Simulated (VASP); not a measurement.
## Ni: single point with revPBE

Crystal: Ni.

```
Ni
1.0
     2.46728    0.00000    0.00000
    -1.23364    2.13672    0.00000
     0.00000    0.00000    8.08382
Ni
4
Direct
  0.00000 0.00000 0.00000
  0.00000 0.00000 0.50000
  0.33333 0.66667 0.25000
  0.66667 0.33333 0.75000
```

This isn't the form of Ni at room conditions, which is fcc.

```json
{
 "Program": "VASP 6.6.1",
 "Task": "single point",
 "Functional": "revPBE",
 "Potentials or basis": "VASP PAW PBE potentials, release 64 (Ni)",
 "Cutoff": "520 eV",
 "k mesh": "16 × 16 × 5",
 "Occupations": "fermi-dirac, width 0.1 eV",
 "Spin": "no spin polarisation"
}
```

| Item | Value |
| --- | --- |
| Pressure | 8.5 GPa |
| Band gap on the k mesh | zero (bands 20 and 21 overlap by 0.59 eV) |

Stress tensor (GPa, compression positive):
```
8.56 0.00 0.00
0.00 8.56 0.00
0.00 0.00 8.48
```

Levels at points of the mesh, in eV from the Fermi level:
| k point | band 18 | band 19 | band 20 | band 21 | band 22 | band 23 |
| --- | --- | --- | --- | --- | --- | --- |
| (0.00, 0.00, 0.00) | -0.70 | -0.70 | -0.46 | -0.46 | -0.25 | -0.10 |
| (0.50, 0.00, 0.00) | 0.09 | 0.09 | 0.11 | 0.39 | 1.46 | 2.67 |

Run time: 3.4 min on 1 thread of AMD EPYC 7R13, on a shared host, peak memory 0.17 GiB.

Caveat: the cell stands under pressure; the PAW data sets were made with another functional, which shifts forces and pressure a little; the run has no spin polarisation, though such a crystal can be magnetic. Spin polarisation is off, so any magnetic state and its effect on volume and gap are missing.
